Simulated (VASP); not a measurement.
# SrTiO3 (C2/m) in VASP: further runs

The runs below take SrTiO3 through single point, with PBEsol.

Everything below comes from runs of VASP 6.6.1. Logs are shortened: lines on timing, memory, paths and dates and some standing lists are left out, and cuts for length are marked.

**1. The cell of the first run**

Symmetry: C2/m, No. 12, monoclinic system. Conventional cell: a = 7.943 Å, b = 8.046 Å, c = 5.600 Å, α = 90.00°, β = 134.11°, γ = 90.00°. Within 3.5 Å of Sr (site symmetry m) lie 12 O at 2.67 to 2.99 Å and 8 Ti at 3.45 to 3.49 Å. Ti (site symmetry -1) has 6 O at 2.00 to 2.02 Å within 2.6 Å. Within 2.9 Å of O (site symmetry 2) lie 2 Ti at 2.01 Å and 8 O at 2.81 to 2.86 Å and 4 Sr at 2.83 Å. O (site symmetry m) has 2 Ti at 2.02 Å and 4 Sr at 2.67 to 2.99 Å and 8 O at 2.84 to 2.85 Å within 3.0 Å. Within 2.6 Å of O (site symmetry 2) lie 2 Ti at 2.00 Å.

**2. Single point, PBEsol**

The input, INCAR:

```
SYSTEM = SrTiO3
PREC = Accurate
ENCUT = 520
EDIFF = 1E-6
ISMEAR = 0
SIGMA = 0.05
LREAL = .FALSE.
LASPH = .TRUE.
NELM = 60
ALGO = Normal
ISIF = 2
LWAVE = .FALSE.
LCHARG = .FALSE.
GGA = PS
NBANDS = 51
KPAR = 2
```

The input, KPOINTS:

```
regular mesh
0
G
  8 8 8
  0 0 0
```

The input, POSCAR:

```
SrTiO3
1.0
   -2.8706122627      2.8186866038      4.0213104330
    2.8186866038     -2.8706122627      4.0213104330
    2.8341160128      2.8341160128     -4.0578066829
Sr Ti O
2 2 6
Direct
    0.7500000000      0.2500000000      0.5000000000
    0.2500000000      0.7500000000      0.5000000000
    0.0000000000      0.0000000000      0.0000000000
    0.5000000000      0.5000000000      0.0000000000
    0.2500000000      0.2500000000      0.0000000000
    0.7500000000      0.7500000000      0.0000000000
    0.7252818597      0.2252818597      0.9505637194
    0.2252818597      0.2747181403      0.5000000000
    0.2747181403      0.7747181403      0.0494362806
    0.7747181403      0.7252818597      0.5000000000
```

Potentials or basis: VASP PAW PBE potentials, release 64 (Sr_sv, Ti_sv, O).

Launch:

```sh
> cat potpaw_PBE.64/Sr_sv/POTCAR potpaw_PBE.64/Ti_sv/POTCAR potpaw_PBE.64/O/POTCAR > POTCAR
> mpirun -np 2 vasp_std > vasp.out
```

OUTCAR:

```text
SYSTEM = SrTiO3
   PREC = Accurate
   ENCUT = 520
   EDIFF = 1E-6
   ISMEAR = 0
   LREAL = .FALSE.
   LASPH = .TRUE.
   NELM = 60
   ISIF = 2
   GGA = PS

 ion  position               nearest neighbor table
   1  0.750  0.250  0.500-   9 2.67   8 2.71  10 2.71   7 2.72   5 2.83   6 2.83   6 2.83   5 2.83
                             9 2.94   8 2.99  10 2.99   7 2.99   4 3.45   3 3.45   3 3.45   4 3.45
   2  0.250  0.750  0.500-   7 2.67   8 2.71  10 2.71   9 2.72   5 2.83   6 2.83   5 2.83   6 2.83
                             7 2.94   8 2.99  10 2.99   9 2.99   3 3.45   4 3.45   4 3.45   3 3.45
   3  0.000  0.000  0.000-   8 2.00  10 2.00   5 2.01   6 2.01   9 2.02   7 2.02   1 3.45   2 3.45
                             1 3.45   2 3.45   2 3.49   2 3.49   1 3.49   1 3.49
   4  0.500  0.500  0.000-  10 2.00   8 2.00   5 2.01   6 2.01   7 2.02   9 2.02   2 3.45   1 3.45
                             2 3.45   1 3.45   2 3.49   2 3.49   1 3.49   1 3.49
   5  0.250  0.250  0.000-   3 2.01   4 2.01   1 2.83   2 2.83   2 2.83   1 2.83
   6  0.750  0.750  0.000-   3 2.01   4 2.01   1 2.83   2 2.83   1 2.83   2 2.83
   7  0.725  0.225  0.951-   3 2.02   4 2.02   2 2.67   1 2.72   2 2.94   1 2.99
   8  0.225  0.275  0.500-   4 2.00   3 2.00   1 2.71   2 2.71   1 2.99   2 2.99
   9  0.275  0.775  0.049-   3 2.02   4 2.02   1 2.67   2 2.72   1 2.94   2 2.99
  10  0.775  0.725  0.500-   3 2.00   4 2.00   1 2.71   2 2.71   1 2.99   2 2.99

  Warning from LATTYP: Got some problem with cell dimensions!
  Tried to take original basis but could not verify dimensions!
  LATTYP: Found a base centered monoclinic cell.
 ALAT       =     7.9429920253
 B/A-ratio  =     1.0129537574
 C/A-ratio  =     0.7050229917
 COS(beta)  =    -0.6960414507

  Lattice vectors:

 A1 = (  -5.6528026166,   0.0364962499,   0.0364962499)
 A2 = (   0.0364962499,  -5.6528026166,   0.0364962499)
 A3 = (   2.7821903539,   2.7821903539,   3.9848141831)

Analysis of symmetry for initial positions (statically):
=====================================================================
 Subroutine PRICEL returns:
 Original cell was already a primitive cell.

 Routine SETGRP: Setting up the symmetry group for a
 base centered monoclinic supercell.

 Subroutine GETGRP returns: Found  4 space group operations
 (whereof  2 operations were pure point group operations)
 out of a pool of  4 trial point group operations.

The static configuration has the point symmetry S_2 .
 The point group associated with its full space group is C_2h.

Analysis of symmetry for dynamics (positions and initial velocities):
=====================================================================
 Subroutine PRICEL returns:
 Original cell was already a primitive cell.

 Routine SETGRP: Setting up the symmetry group for a
 base centered monoclinic supercell.

 Subroutine GETGRP returns: Found  4 space group operations
 (whereof  2 operations were pure point group operations)
 out of a pool of  4 trial point group operations.

The dynamic configuration has the point symmetry S_2 .
 The point group associated with its full space group is C_2h.

 Subroutine INISYM returns: Found  4 space group operations
 (whereof  2 operations are pure point group operations),
 and found     1 'primitive' translations

----------------------------------------------------------------------------------------

                                     Primitive cell

  volume of cell :     128.4815

  direct lattice vectors                    reciprocal lattice vectors
    -2.870612263  2.818686604  4.021310433     0.001957708  0.177726291  0.125497674
     2.818686604 -2.870612263  4.021310433     0.177726291  0.001957708  0.125497674
     2.834116013  2.834116013 -4.057806683     0.178067906  0.178067906  0.002299323

  length of vectors
     5.688263930  5.688263930  5.703527174     0.217577879  0.217577879  0.251836545

  position of ions in fractional coordinates (direct lattice)
     0.750000000  0.250000000  0.500000000
     0.250000000  0.750000000  0.500000000
     0.000000000  0.000000000  0.000000000
     0.500000000  0.500000000  1.000000000
     0.250000000  0.250000000  1.000000000
     0.750000000  0.750000000  1.000000000
     0.725281860  0.225281860  0.950563719
     0.225281860  0.274718140  0.500000000
     0.274718140  0.774718140  0.049436281
     0.774718140  0.725281860  0.500000000

  ion indices of the primitive-cell ions
   primitive index   ion index
                 1           1
                 2           2
                 3           3
                 4           4
                 5           5
                 6           6
                 7           7
                 8           8
                 9           9
                10          10

----------------------------------------------------------------------------------------

 KPOINTS: regular mesh

Automatic generation of k-mesh.
 Grid dimensions read from file:
 generate k-points for:    8    8    8

 Generating k-lattice:

  Cartesian coordinates                     Fractional coordinates (reciprocal lattice)
     0.000244714  0.022215786  0.015687209     0.125000000  0.000000000  0.000000000
     0.022215786  0.000244714  0.015687209     0.000000000  0.125000000  0.000000000
     0.022258488  0.022258488  0.000287415    -0.000000000 -0.000000000  0.125000000

  Length of vectors
     0.027197235  0.027197235  0.031479568

  Shift w.r.t. Gamma in fractional coordinates (k-lattice)
     0.000000000  0.000000000  0.000000000

 Subroutine IBZKPT returns following result:
 ===========================================

 Found    150 irreducible k-points:

 Following reciprocal coordinates:
            Coordinates               Weight
  0.000000  0.000000  0.000000      1.000000
  0.125000 -0.000000  0.000000      4.000000
  0.250000 -0.000000  0.000000      4.000000
  0.375000 -0.000000  0.000000      4.000000
  0.500000 -0.000000  0.000000      2.000000
  0.125000  0.125000  0.000000      2.000000
[... 16 lines left out ...]
  0.125000 -0.000000  0.125000      4.000000
  0.250000 -0.000000  0.125000      4.000000
 [... further k-points ...]
   k-points           NKPTS =    150   k-points in BZ     NKDIM =    150   number of bands    NBANDS=     51
   number of dos      NEDOS =    301   number of ions     NIONS =     10
   total plane-waves  NPLWV =  74088
   dimension x,y,z NGX =    42 NGY =   42 NGZ =   42
   dimension x,y,z NGXF=    84 NGYF=   84 NGZF=   84
   ions per type =               2   2   6
   NGX,Y,Z   is equivalent  to a cutoff of  12.27, 12.27, 12.24 a.u.
   NGXF,Y,Z  is equivalent  to a cutoff of  24.55, 24.55, 24.48 a.u.
 SYSTEM =  SrTiO3
   PREC   = accura    normal or accurate (medium, high low for compatibility)
   ISTART =      0    job   : 0-new  1-cont  2-samecut
   ICHARG =      2    charge: 1-file 2-atom 10-const
   ISPIN  =      1    spin polarized calculation?
   LNONCOLLINEAR =      F non collinear calculations
   LSORBIT =      F    spin-orbit coupling
   LASPH  =      T    aspherical Exc in radial PAW
   ENCUT  =  520.0 eV  38.22 Ry    6.18 a.u.  10.58 10.58 10.60*2*pi/ulx,y,z
   NELM   =     60;   NELMIN=  2; NELMDL= -5     # of ELM steps
   EDIFF  = 0.1E-05   stopping-criterion for ELM
   LREAL  =      F    real-space projection
   EDIFFG = 0.1E-04   stopping-criterion for IOM
   NSW    =      0    number of steps for IOM
   IBRION =     -1    ionic relax: 0-MD 1-quasi-New 2-CG
   NFREE  =      0    steps in history (QN), initial steepest desc. (CG)
   ISIF   =      2    stress and relaxation
   ISYM   =      2    0-nonsym 1-usesym 2-fastsym
   POTIM  = 0.5000    time-step for ionic-motion
   TEBEG  =    0.0;   TEEND  =   0.0 temperature during run
   PSTRESS=    0.0 pullay stress
   NELECT =      80.0000    total number of electrons
   NUPDOWN=      -1.0000    fix difference up-down
   EMIN   =  10.00;   EMAX   =-10.00  energy-range for DOS
   EFERMI =   0.00;   METHOD = LEGACY
   ISMEAR =     0;   SIGMA  =   0.05  broadening in eV -4-tet -1-fermi 0-gaus
   EFERMI_NEDOS =   21; number of points for ismear=-14 and -15
   IALGO  =     38    algorithm
   IMIX   =      4    mixing-type and parameters
     AMIX     =   0.40;   BMIX     =  1.00
     AMIX_MAG =   1.60;   BMIX_MAG =  1.00
  volume/ion in A,a.u.               =      12.85        86.70
  Fermi-wavevector in a.u.,A,eV,Ry     =   1.397949  2.641740 26.589332  1.954261
  Thomas-Fermi vector in A             =   2.521155
   LORBIT       =      0    0 simple, 1 ext, 2 COOP (PROOUT), +10 PAW based schemes
   GGA     = PS    functional components
   LHFCALC =     F    Hartree Fock is set to
   AEXX    =    0.0000 exact exchange contribution
   IVDW    =     0    specifies the selected vdW correction
   LEPSILON=     F    determine dielectric tensor
   LRPA    =     F    only Hartree local field effects (RPA)
 non-spin polarized calculation
 Gauss-broadening in eV      SIGMA  =   0.05
  energy-cutoff  :      520.00
  volume of cell :      128.48
 maximum number of plane-waves:      3490
   NGX = 21   NGY = 21   NGZ = 21

 number of electron      80.0000017 magnetization

 Free energy of the ion-electron system (eV)
  ---------------------------------------------------
  ext. energy  EPLUGINS =         0.00000000
  ---------------------------------------------------
  free energy    TOTEN  =       -83.57608903 eV

  energy without entropy =      -83.57608903  energy(sigma->0) =      -83.57608903

 E-fermi :   3.7253     XC(G=0): -11.1409

 val. band max:        3.3300913140   @ k =  -0.1250   0.1250   0.0000
 cond. band min:       5.0485046780   @ k =   0.0000   0.0000   0.0000
 fundamental gap:      1.7184133640
 Fermi energy:         3.7252686473

 k-point     1 :       0.0000    0.0000    0.0000
  band No.  band energies     occupation
      1     -53.1510      2.00000
      2     -53.1480      2.00000
      3     -29.5157      2.00000
      4     -29.5025      2.00000
      5     -29.4983      2.00000
      6     -29.4697      2.00000
[... 43 lines left out ...]
     50       8.7642      0.00000
     51       9.1103      0.00000
[... 1240 lines left out ...]
     50       9.8623      0.00000
     51      10.1035      0.00000

 [... further k-points ...]
[... 5 lines left out ...]
  --------------------------------------------------------------------------------------
  -------------------------------------------------------------------------------------
  Total      -10.3927741    -10.3927741    -10.5783995      0.8599997      1.0572351      1.0572351
  in kB     -129.5989178   -129.5989178   -131.9136844     10.7242807     13.1838255     13.1838256
  external PRESSURE =    -130.3705067 kB  Pullay stress =       0.0000000 kB

 VOLUME and BASIS-vectors are now :
 -----------------------------------------------------------------------------
  energy-cutoff  :      520.00
  volume of cell :      128.48
      direct lattice vectors                 reciprocal lattice vectors
    -2.870612263  2.818686604  4.021310433     0.001957708  0.177726291  0.125497674
     2.818686604 -2.870612263  4.021310433     0.177726291  0.001957708  0.125497674
     2.834116013  2.834116013 -4.057806683     0.178067906  0.178067906  0.002299323

 POSITION                                       TOTAL-FORCE (eV/Angst)
 -----------------------------------------------------------------------------------
     -0.03123      2.81342      1.99241         0.018833      0.018833      0.014385
      2.81342     -0.03123      1.99241        -0.018833     -0.018833     -0.014385
      0.00000      0.00000      0.00000        -0.000000      0.000000     -0.000000
     -0.02596     -0.02596      4.02131         0.000000      0.000000     -0.000000
     -0.01298     -0.01298      2.01066        -0.000624      0.000624     -0.000000
     -0.03894     -0.03894      6.03197         0.000624     -0.000624     -0.000000
      1.24700      4.09165     -0.03469         0.045424      0.045424      0.013634
      1.54471      1.26345     -0.01825        -0.044171      0.044171     -0.000000
      1.53519     -1.30946      4.01951        -0.045424     -0.045424     -0.013634
      1.23748      1.51874      4.00306         0.044171     -0.044171     -0.000000
 -----------------------------------------------------------------------------------
    total drift:                               -0.000000     -0.000000      0.000000

  FREE ENERGIE OF THE ION-ELECTRON SYSTEM (eV)
  ---------------------------------------------------
  free  energy   TOTEN  =       -83.5760890326 eV

  energy  without entropy=      -83.5760890326  energy(sigma->0) =      -83.57608903
```

It took 5.6 min on 2 MPI ranks of Intel Xeon 6975P-C (Granite Rapids), shared host; peak memory 0.81 GiB.

Results:

| Property | Result |
| --- | --- |
| Free energy | -83.5761 eV |
| Pressure | -13.0 GPa |
| Largest force | 0.066 eV/Å |
| Band gap on the k mesh | 1.72 eV (least direct gap 1.73 eV) |

Forces in eV/Å, atoms in the order of the input:
```
Sr   0.019  0.019  0.014
Sr  -0.019 -0.019 -0.014
Ti   0.000  0.000  0.000
Ti   0.000  0.000  0.000
O   -0.001  0.001  0.000
O    0.001 -0.001  0.000
O    0.045  0.045  0.014
O   -0.044  0.044  0.000
O   -0.045 -0.045 -0.014
O    0.044 -0.044  0.000
```

Stress tensor (GPa, compression positive):
```
-12.96   1.07   1.32
  1.07 -12.96   1.32
  1.32   1.32 -13.19
```

Caveat: the cell stands under tension; the PAW data sets were made with another functional, which shifts forces and pressure a little.

**3. Single point, PBEsol**

The input, INCAR:

```
SYSTEM = SrTiO3
PREC     = Accurate       ! precision mode
ENCUT    = 520            ! plane-wave cutoff, eV
EDIFF    = 1E-7           ! SCF threshold, eV
ISMEAR   = 0              ! smearing method
SIGMA    = 0.05           ! smearing width, eV
LREAL    = .FALSE.        ! projectors in reciprocal space
LASPH    = .TRUE.         ! aspherical terms in the spheres
NELM     = 80             ! most SCF steps
ALGO     = Normal         ! electronic algorithm
ISIF     = 2              ! what is computed and relaxed
LWAVE    = .FALSE.        ! write WAVECAR
LCHARG   = .FALSE.        ! write CHGCAR
GGA      = PS             ! functional
NBANDS   = 51             ! bands
KPAR     = 2
```

The input, KPOINTS:

```
Automatic mesh
0
G
  8 8 8
  0 0 0
```

Changes to POSCAR since step 2:

```diff
@@ -2,5 +2,5 @@
 1.0
-   -2.8706122627      2.8186866038      4.0213104330
-    2.8186866038     -2.8706122627      4.0213104330
-    2.8341160128      2.8341160128     -4.0578066829
+   -2.7821903539      2.8341160128      4.0213104330
+    2.8341160128     -2.7821903539      4.0213104330
+    2.8186866038      2.8186866038     -3.9848141831
 Sr Ti O
```

Potentials or basis: VASP PAW PBE potentials, release 64 (Sr_sv, Ti_sv, O).

Launch:

```sh
> cat potpaw_PBE.64/Sr_sv/POTCAR potpaw_PBE.64/Ti_sv/POTCAR potpaw_PBE.64/O/POTCAR > POTCAR
> mpirun -np 2 vasp_std > vasp.out
```

OUTCAR:

```text
SYSTEM = SrTiO3
   PREC = Accurate
   ENCUT = 520
   EDIFF = 1E-7
   ISMEAR = 0
   LREAL = .FALSE.
   LASPH = .TRUE.
   NELM = 80
   ISIF = 2
   GGA = PS

 ion  position               nearest neighbor table
   1  0.750  0.250  0.500-   7 2.68   8 2.69  10 2.69   9 2.73   5 2.83   6 2.83   6 2.83   5 2.83
                             7 2.96   8 2.97  10 2.97   9 3.02   4 3.45   3 3.45   4 3.45   3 3.45
   2  0.250  0.750  0.500-   9 2.68   8 2.69  10 2.69   7 2.73   5 2.83   6 2.83   5 2.83   6 2.83
                             9 2.96   8 2.97  10 2.97   7 3.02   4 3.45   3 3.45   4 3.45   3 3.45
[... 1528 lines left out ...]
  external PRESSURE =    -130.3969254 kB  Pullay stress =       0.0000000 kB

 VOLUME and BASIS-vectors are now :
 -----------------------------------------------------------------------------
  energy-cutoff  :      520.00
  volume of cell :      128.48
      direct lattice vectors                 reciprocal lattice vectors
    -2.782190354  2.834116013  4.021310433    -0.001932589  0.176120376  0.123212968
     2.834116013 -2.782190354  4.021310433     0.176120376 -0.001932589  0.123212968
     2.818686604  2.818686604 -3.984814183     0.175783144  0.175783144 -0.002269821

 POSITION                                       TOTAL-FORCE (eV/Angst)
 -----------------------------------------------------------------------------------
      0.03123      2.83938      2.02890        -0.017203     -0.017203     -0.010051
      2.83938      0.03123      2.02890         0.017203      0.017203      0.010051
      0.00000      0.00000      0.00000        -0.000000     -0.000000      0.000000
      0.02596      0.02596      4.02131        -0.000000     -0.000000      0.000000
      0.01298      0.01298      2.01066         0.001603     -0.001603      0.000000
      0.03894      0.03894      6.03197        -0.001603      0.001603      0.000000
      1.29994      4.10810      0.03469         0.045806      0.045806     -0.010471
      1.56115      1.28350      0.01825        -0.043722      0.043722     -0.000000
      1.57067     -1.23748      4.02311        -0.045806     -0.045806      0.010471
      1.30946      1.58711      4.03956         0.043722     -0.043722     -0.000000
 -----------------------------------------------------------------------------------
    total drift:                               -0.000000     -0.000000      0.000000

  FREE ENERGIE OF THE ION-ELECTRON SYSTEM (eV)
  ---------------------------------------------------
  free  energy   TOTEN  =       -83.5762763363 eV

  energy  without entropy=      -83.5762763363  energy(sigma->0) =      -83.57627634
```

stdout:

```text
POSCAR found type information on POSCAR SrTiO
 POSCAR found :  3 types and      10 ions
 scaLAPACK will be used
 -----------------------------------------------------------------------------
|                                                                             |
|                                                                             |
|     You enforced a specific xc type in the INCAR file but a different       |
|     I HOPE YOU KNOW WHAT YOU ARE DOING!                                     |
|                                                                             |
 -----------------------------------------------------------------------------

 LDA part: xc-table for (Slater+PW92), standard interpolation
 POSCAR, INCAR and KPOINTS ok, starting setup
 FFT: planning ... GRIDC
 FFT: planning ... GRID_SOFT
 FFT: planning ... GRID
 WAVECAR not read
 entering main loop
```

Run time: 6.2 min. Hardware: 2 MPI ranks of Intel Xeon 6975P-C (Granite Rapids), shared host; peak memory 0.81 GiB.

Results:

```
Free energy            : -83.5763 eV
Pressure               : -13.0 GPa
Largest force          : 0.066 eV/Å
Band gap on the k mesh : 1.73 eV (least direct gap 1.74 eV)
```

Forces on the atoms (eV/Å):
```
Sr  -0.017 -0.017 -0.010
Sr   0.017  0.017  0.010
Ti   0.000  0.000  0.000
Ti   0.000  0.000  0.000
O    0.002 -0.002  0.000
O   -0.002  0.002  0.000
O    0.046  0.046 -0.010
O   -0.044  0.044  0.000
O   -0.046 -0.046  0.010
O    0.044 -0.044  0.000
```

Stress tensor (GPa, compression positive):
```
-12.96  -1.07  -1.31
 -1.07 -12.96  -1.31
 -1.31  -1.31 -13.20
```

Levels at points of the mesh, in eV from the valence-band top:
```tsv
k point	band 36	band 37	band 38	band 39	band 40	band 41	band 42	band 43	band 44	band 45
(0.00, 0.00, 0.00)	-0.33	-0.30	-0.15	-0.02	-0.01	1.73	1.74	1.79	3.62	3.84
(0.50, 0.00, 0.00)	-0.86	-0.69	-0.66	-0.52	-0.51	3.01	3.04	3.06	3.08	3.11
(0.50, 0.50, 0.00)	-1.48	-1.34	-0.77	-0.61	-0.06	1.85	3.29	3.40	3.42	3.44
(0.00, 0.00, 0.50)	-1.41	-1.31	-0.68	-0.68	-0.03	1.86	3.32	3.33	3.38	3.41
(0.50, 0.00, 0.50)	-0.90	-0.75	-0.72	-0.54	-0.52	3.00	3.02	3.05	3.10	3.11
(0.50, 0.50, 0.50)	-1.41	-1.41	-0.63	-0.63	-0.08	1.89	3.28	3.33	3.48	3.54
```

Caveat: the cell stands under tension; the PAW data sets were made with another functional, which shifts forces and pressure a little. A k mesh can miss the band edges.
